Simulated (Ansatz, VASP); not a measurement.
One calculation of As, two programs

```
CELL_PARAMETERS angstrom
1.88080 1.08588 3.51406
-1.88080 1.08588 3.51406
0.00000 -2.17176 3.51406
ATOMIC_POSITIONS crystal
As 0.22505 0.22505 0.22505
As 0.77400 0.77400 0.77400
```

Alike in both runs: task single point; functional LDA; k mesh 11 × 11 × 11; occupations gaussian, width 0.02 eV; no spin polarisation.

|  | VASP | Ansatz |
| --- | --- | --- |
| version | VASP 6.6.1 | Ansatz 0.2.0 |
| potentials or method | VASP PAW LDA potentials, release 64 (As_d), cutoff 600 eV | scalar-relativistic, plane waves, PAW |
| valence electrons in the cell | 30 | 30 |

```csv
,VASP,Ansatz,Ansatz less VASP
rms of the force components (eV/Å),0.222,0.201,-0.0214
```

LDA's correlation is that of Perdew and Zunger in VASP and of Perdew and Wang (1992) in Ansatz. Atom by atom the forces differ by 0.021 eV/Å (rms over components).
